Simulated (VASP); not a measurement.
**AlRu: relaxation of cell and atoms with PBE**

Crystal: AlRu.

```
CELL_PARAMETERS angstrom
2.99160 0.00000 0.00000
0.00000 2.99160 0.00000
0.00000 0.00000 2.99160
ATOMIC_POSITIONS crystal
Al 0.00000 0.00000 0.00000
Ru 0.50000 0.50000 0.50000
```

| Property | Result |
| --- | --- |
| Program | VASP 6.6.1 |
| Task | relaxation of cell and atoms |
| Functional | PBE |
| Potentials or basis | VASP PAW PBE potentials, release 64 (Al, Ru_pv) |
| Cutoff | 600 eV |
| k mesh | 18 × 18 × 18 |
| Occupations | gaussian, width 0.1 eV |
| Spin | no spin polarisation |
| Dipole correction | no |
| Further INCAR settings | ALGO = Normal; EDIFF = 1e-07; IBRION = 2; EDIFFG = -0.01; NSW = 100; ISIF = 3 |

```yaml
Relaxed_volume: 13.55 Å³/atom
Relaxed_cell: a = 3.003 Å, b = 3.003 Å, c = 3.003 Å, α = 90.00°, β = 90.00°, γ = 90.00°
Space_group_after_relaxing_to_0.1_Å: Pm-3m (No. 221)
Energy_gained_by_relaxing: 1.2 meV/atom
Ionic_steps: 3
Pressure_after_relaxing: 0.0 GPa
Band_gap_on_the_k_mesh: zero (an odd number of electrons rules out a gap without spin polarisation)
```

The path:
```
step  energy change (eV)  largest force (eV/Å)  pressure (GPa)  volume (Å³)
   1              0.0000                0.0000            2.47        26.77
   2              0.0031                0.0000           -3.52        27.58
   3             -0.0024                0.0000            0.00        27.09
```

Final structure:
```
Al Ru
1.0
     3.00336    0.00000    0.00000
     0.00000    3.00336    0.00000
     0.00000    0.00000    3.00336
Al Ru
1 1
Direct
  0.00000 0.00000 0.00000
  0.50000 0.50000 0.50000
```

Levels at points of the mesh, in eV from the Fermi level:
```
           k point  band 6  band 7  band 8  band 9  band 10  band 11  band 12
(0.00, 0.00, 0.00)   -3.50    0.18    0.18    0.18     6.03     6.03     6.03
(0.50, 0.00, 0.00)   -2.71   -1.57   -1.57    0.43     2.25     7.46    10.98
(0.50, 0.50, 0.00)   -1.35   -1.35   -1.14   -1.14     1.51     5.24     6.12
(0.50, 0.50, 0.50)   -4.56    1.60    1.60    2.51     4.12     4.12     4.12
```

It took 39 s on 1 thread of Intel(R) Xeon(R) 6975P-C (Granite Rapids) (shared host), peak memory 0.22 GiB.

PBE usually gives volumes a little too large and moduli too small. Zero-point motion and thermal expansion aren't in these numbers.
